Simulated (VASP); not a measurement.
# Sc (Im-3m) in VASP: further runs, part 2 of 2

VASP 6.6.1.

### Step 4. Single point, LDA (volume scaled by 0.52)

Input file INCAR:

```
SYSTEM = Sc
PREC     = Accurate       ! precision mode
ENCUT    = 520            ! plane-wave cutoff, eV
EDIFF    = 1E-6           ! SCF threshold, eV
ISMEAR   = -1             ! smearing method
SIGMA    = 0.05           ! smearing width, eV
LREAL    = .FALSE.        ! projectors in reciprocal space
LASPH    = .TRUE.         ! aspherical terms in the spheres
NELM     = 60             ! most SCF steps
ALGO     = Normal         ! electronic algorithm
ISIF     = 2              ! what is computed and relaxed
LWAVE    = .FALSE.        ! write WAVECAR
LCHARG   = .FALSE.        ! write CHGCAR
GGA      = CA             ! functional
NBANDS   = 12             ! bands
```

Input file KPOINTS:

```
Automatic mesh
0
G
  17 17 17
  0 0 0
```

Input file POSCAR:

```
Sc
1.0
   -1.4340651093      1.4340651093      1.4340651093
    1.4340651093     -1.4340651093      1.4340651093
    1.4340651093      1.4340651093     -1.4340651093
Sc
1
Direct
    0.0000000000      0.0000000000      0.0000000000
```

Started as:

```sh
> cat potpaw_LDA.64/Sc_sv/POTCAR > POTCAR
> mpirun -np 1 vasp_std > vasp.out
```

It took 8.3 s on 1 thread of Intel Xeon 6975P-C (Granite Rapids), shared host; peak memory 0.13 GiB.

Results (log left out):

```
Free energy : -4.4523 eV
Pressure    : 95.5 GPa
```

Levels at points of the mesh, in eV from the Fermi level:
```
           k point  band 3  band 4  band 5  band 6  band 7  band 8
(0.00, 0.00, 0.00)  -24.84  -24.84   -4.64    2.31    2.31    2.31
```

### Step 5. Single point, LDA (volume scaled by 0.52)

Input file INCAR:

```
PREC = Accurate
ENCUT = 520
EDIFF = 1E-6
ISMEAR = -1
SIGMA = 0.05
LREAL = False
LASPH = True
NELM = 60
ALGO = Normal
ISIF = 2
LWAVE = False
LCHARG = False
NBANDS = 12
```

Input file KPOINTS:

```
Automatic mesh
0
Gamma
  17 17 17
```

POSCAR is that of step 4.

Potentials or basis: VASP PAW LDA potentials, release 64 (Sc_sv).

Started as:

```sh
> cat potpaw_LDA.64/Sc_sv/POTCAR > POTCAR
> mpirun -np 1 vasp_std > vasp.out
```

OUTCAR:

```text
PREC = Accurate
   ENCUT = 520
   EDIFF = 1E-6
   ISMEAR = -1
   LREAL = False
   LASPH = True
   NELM = 60
   ISIF = 2

 ion  position               nearest neighbor table
   1  0.000  0.000  0.000-

  LATTYP: Found a body centered cubic cell.
 ALAT       =     2.8681302186

  Lattice vectors:

 A1 = (  -1.4340651093,   1.4340651093,   1.4340651093)
 A2 = (   1.4340651093,  -1.4340651093,   1.4340651093)
 A3 = (   1.4340651093,   1.4340651093,  -1.4340651093)

Analysis of symmetry for initial positions (statically):
=====================================================================
 Subroutine PRICEL returns:
 Original cell was already a primitive cell.

 Routine SETGRP: Setting up the symmetry group for a
 body centered cubic supercell.

 Subroutine GETGRP returns: Found 48 space group operations
 (whereof 48 operations were pure point group operations)
 out of a pool of 48 trial point group operations.

The static configuration has the point symmetry O_h .

Analysis of symmetry for dynamics (positions and initial velocities):
[... 158 lines left out ...]
 val. band max:        8.9888261460   @ k =   0.3529   0.2353  -0.0000
 cond. band min:       9.0135106200   @ k =  -0.4118   0.4706   0.0588
 fundamental gap:      0.0246844740
 Fermi energy:         9.0031600460

 k-point     1 :       0.0000    0.0000    0.0000
  band No.  band energies     occupation
      1     -39.0163      2.00000
      2     -15.8349      2.00000
      3     -15.8349      2.00000
      4     -15.8349      2.00000
      5       4.3611      2.00000
      6      11.3092      0.00000
      7      11.3092      0.00000
      8      11.3092      0.00000
      9      14.5403      0.00000
     10      14.5403      0.00000
     11      29.0922      0.00000
     12      29.0922      0.00000
[... 331 lines left out ...]
 k-point    24 :       0.1765    0.1765    0.0000
  band No.  band energies     occupation
      1     -38.3132      2.00000
      2     -18.0910      2.00000
      3     -16.5757      2.00000
      4     -16.0799      2.00000
      5       7.5061      2.00000
      6       9.3785      0.00110
      7      10.0864      0.00000
      8      13.6360      0.00000
      9      15.4073      0.00000
     10      15.9809      0.00000
     11      28.6109      0.00000
     12      29.0153      0.00000

 [... further k-points ...]
[... 5 lines left out ...]
  --------------------------------------------------------------------------------------
  -------------------------------------------------------------------------------------
  Total        7.0288298      7.0288298      7.0288298      0.0000000      0.0000000     -0.0000000
  in kB      954.6122584    954.6122584    954.6122584      0.0000000      0.0000000     -0.0000000
  external PRESSURE =     954.6122584 kB  Pullay stress =       0.0000000 kB

 VOLUME and BASIS-vectors are now :
 -----------------------------------------------------------------------------
  energy-cutoff  :      520.00
  volume of cell :       11.80
      direct lattice vectors                 reciprocal lattice vectors
    -1.434065109  1.434065109  1.434065109     0.000000000  0.348659204  0.348659204
     1.434065109 -1.434065109  1.434065109     0.348659204  0.000000000  0.348659204
     1.434065109  1.434065109 -1.434065109     0.348659204  0.348659204  0.000000000

 POSITION                                       TOTAL-FORCE (eV/Angst)
 -----------------------------------------------------------------------------------
      0.00000      0.00000      0.00000         0.000000      0.000000      0.000000
 -----------------------------------------------------------------------------------
    total drift:                                0.000000      0.000000      0.000000

  FREE ENERGIE OF THE ION-ELECTRON SYSTEM (eV)
  ---------------------------------------------------
  free  energy   TOTEN  =        -4.4523095307 eV

  energy  without entropy=       -4.4398764686  energy(sigma->0) =       -4.44609300
```

Run time: 8.5 s. Hardware: 1 thread of Intel Xeon 6975P-C (Granite Rapids), shared host; peak memory 0.13 GiB.

What came out:

```
Free energy : -4.4523 eV
Pressure    : 95.5 GPa
```

### Step 6. Single point, LDA (volume scaled by 0.6)

Input file INCAR:

```
SYSTEM = Sc
ALGO = Normal
EDIFF = 1E-6
ENCUT = 520
GGA = CA
ISIF = 2
ISMEAR = -1
LASPH = .TRUE.
LCHARG = .FALSE.
LREAL = .FALSE.
LWAVE = .FALSE.
NBANDS = 12
NELM = 100
PREC = Accurate
SIGMA = 0.05
```

Input file KPOINTS:

```
k-points
0
G
  17 17 17
  0 0 0
```

Input file POSCAR:

```
Sc
1.0
   -1.5041281474      1.5041281474      1.5041281474
    1.5041281474     -1.5041281474      1.5041281474
    1.5041281474      1.5041281474     -1.5041281474
Sc
1
Direct
    0.0000000000      0.0000000000      0.0000000000
```

Potentials or basis: VASP PAW LDA potentials, release 64 (Sc_sv).

Started as:

```sh
> cat potpaw_LDA.64/Sc_sv/POTCAR > POTCAR
> mpirun -np 1 vasp_std > vasp.out
```

Run time: 11 s. Hardware: 1 thread of Intel Xeon 6975P-C (Granite Rapids), shared host; peak memory 0.13 GiB.

Results (log left out):

* Free energy: -5.3321 eV
* Pressure: 62.2 GPa

Levels at points of the mesh, in eV from the Fermi level:
| k point | band 1 | band 2 | band 3 | band 4 | band 5 | band 6 | band 7 | band 8 | band 9 | band 10 |
| --- | --- | --- | --- | --- | --- | --- | --- | --- | --- | --- |
| (0.00, 0.00, 0.00) | -47.92 | -25.49 | -25.49 | -25.49 | -5.25 | 2.15 | 2.15 | 2.15 | 4.96 | 4.96 |

### Step 7. The runs side by side

```csv
cell,gap on the mesh (eV),pressure (GPa)
"a = 2.367 Å, angles 109.5°, 1 atom",none,138.8
"a = 2.484 Å, angles 109.5°, 1 atom",none,95.5
"a = 2.605 Å, angles 109.5°, 1 atom",none,62.2
```

Alike in all rows: task single point; level LDA; potentials or basis VASP PAW LDA potentials, release 64 (Sc_sv); no spin polarisation; k mesh 17 × 17 × 17; cutoff (eV) 520; smearing fermi-dirac 0.05 eV.

Absolute energies hang on the potentials; compare differences alone.
